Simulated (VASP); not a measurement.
A run of VASP 6.6.1 is set up as follows.

The input INCAR:

```
SYSTEM = Ni
ALGO = Normal
EDIFF = 1E-6
ENCUT = 520
GGA = PE
ISIF = 2
ISMEAR = -1
ISPIN = 2
LASPH = .TRUE.
LCHARG = .FALSE.
LMAXMIX = 4
LORBIT = 11
LREAL = .FALSE.
LWAVE = .FALSE.
MAGMOM = 1
NBANDS = 15
NELM = 150
PREC = Accurate
SIGMA = 0.05
```

KPOINTS

```
k-points
0
G
  13 13 13
  0 0 0
```

POSCAR

```
Ni
1.0
    0.0000000000      1.7140893390      1.7140893390
    1.7140893390      0.0000000000      1.7140893390
    1.7140893390      1.7140893390      0.0000000000
Ni
1
Direct
    0.0000000000      0.0000000000      0.0000000000
```

Potentials or basis: VASP PAW PBE potentials, release 64 (Ni).

Launch:

```bash
$ cat potpaw_PBE.64/Ni/POTCAR > POTCAR
$ mpirun -np 1 vasp_std > vasp.out
```

Task: Estimate the site moments.

Result: Ni +0.62 μB.

Task: Estimate the pressure.

Result: 18.5 GPa.

Task: What does it give for the net moment?

Result: 0.62 μB per cell.
